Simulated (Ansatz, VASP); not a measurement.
SnSe: VASP beside Ansatz

INCAR

```
PREC     = Accurate       # precision mode
ENCUT    = 500            # plane-wave cutoff, eV
EDIFF    = 1E-6           # SCF threshold, eV
ISMEAR   = -1             # smearing method
SIGMA    = 0.05           # smearing width, eV
LREAL    = F              # projectors in reciprocal space
LASPH    = T              # aspherical terms in the spheres
NELM     = 120            # most SCF steps
ALGO     = Normal         # electronic algorithm
ISIF     = 2              # what is computed and relaxed
LWAVE    = F              # write WAVECAR
LCHARG   = T              # write CHGCAR
GGA      = PE             # functional
LELF     = T              # ELF
LVHAR    = T            
NBANDS   = 17             # bands
GGA_COMPAT= F
```

The input KPOINTS:

```
regular mesh
0
Gamma
  11 11 11
```

The input POSCAR:

```
SnSe
1.0
    0.0000000000      3.1460410354      3.1460410354
    3.1460410354      0.0000000000      3.1460410354
    3.1460410354      3.1460410354      0.0000000000
Sn Se
1 1
Direct
    0.0000000000      0.0000000000      0.0000000000
    0.2500000000      0.2500000000      0.2500000000
```

Input for Ansatz:

```yaml
crystal:
  lattice:
    - [0.0, 3.1460410354, 3.1460410354]
    - [3.1460410354, 0.0, 3.1460410354]
    - [3.1460410354, 3.1460410354, 0.0]
  atoms:
    - { symbol: Sn, position: [0.0, 0.0, 0.0] }
    - { symbol: Se, position: [0.25, 0.25, 0.25] }
kpoints:
  mp_grid: { grid: [11, 11, 11] }
scf:
  occupations: { method: fermi_dirac, width: 0.05 }
hamiltonian:
  xc: pbe
  pseudopotentials: { kind: all_electron, lapw: { basis_error: 0.001 } }
output:
  forces: true
  stress: true
  eigenvalues: true
  populations: true
```

Change from the starting cell: volume scaled by 0.8, LAPW.

Alike in both runs: task single point; functional PBE; k mesh 11 × 11 × 11; occupations fermi-dirac, width 0.05 eV; no spin polarisation.

|  | VASP | Ansatz |
| --- | --- | --- |
| version | VASP 6.6.1 | Ansatz 0.2.0 |
| potentials or method | VASP PAW PBE potentials, release 64 (Sn_d, Se), cutoff 500 eV | all-electron LAPW, scalar-relativistic |

```tsv
	VASP	Ansatz	Ansatz less VASP
pressure (GPa)	9.7	9.7	-0.01
```

Ansatz ran all-electron here, and VASP with PAW potentials.
